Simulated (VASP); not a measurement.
Ti3Al5: single point with r2SCAN

Ti3Al5:

```
Ti Al
1.0
     3.89829    0.00000    0.00000
     0.00000    3.89829    0.00000
     0.00000    0.00000    8.32493
Ti Al
3 5
Direct
  0.00000 0.00000 0.50000
  0.50000 0.50000 0.00000
  0.50000 0.50000 0.50000
  0.00000 0.50000 0.25133
  0.00000 0.50000 0.74867
  0.50000 0.00000 0.25133
  0.50000 0.00000 0.74867
  0.00000 0.00000 0.00000
```

* Program: VASP 6.6.1
* Task: single point
* Functional: r2SCAN
* Potentials or basis: VASP PAW PBE potentials, release 64 (Ti_sv, Al)
* Cutoff: 520 eV
* k mesh: 10 × 10 × 4
* Occupations: gaussian, width 0.1 eV
* Spin: no spin polarisation

```
Pressure      : 0.0 GPa
Largest force : 0.013 eV/Å
```

Forces in eV/Å, atoms in the order of the input:
```
Ti   0.000  0.000  0.000
Ti   0.000  0.000  0.000
Ti   0.000  0.000  0.000
Al   0.000  0.000 -0.013
Al   0.000  0.000  0.013
Al   0.000  0.000 -0.013
Al   0.000  0.000  0.013
Al   0.000  0.000  0.000
```

Levels at points of the mesh, in eV from the Fermi level:
```tsv
k point	band 23	band 24	band 25	band 26	band 27	band 28
(0.00, 0.00, 0.00)	-1.10	-0.90	-0.18	0.21	0.21	0.67
(0.50, 0.00, 0.00)	-0.52	-0.46	0.11	0.22	0.36	0.88
(0.50, 0.50, 0.00)	-2.22	-1.56	-1.56	-0.88	-0.14	1.05
(0.00, 0.00, 0.50)	-0.90	-0.42	-0.07	0.41	0.63	0.63
(0.50, 0.00, 0.50)	-0.18	-0.10	-0.02	0.15	0.49	0.68
(0.50, 0.50, 0.50)	-1.23	-1.23	-1.18	-0.85	-0.51	1.41
```

Wall time 35 min on 1 thread of AMD EPYC 7R13 (shared host), peak memory 0.36 GiB.

Caveat: the PAW data sets were made with another functional, which shifts forces and pressure a little.
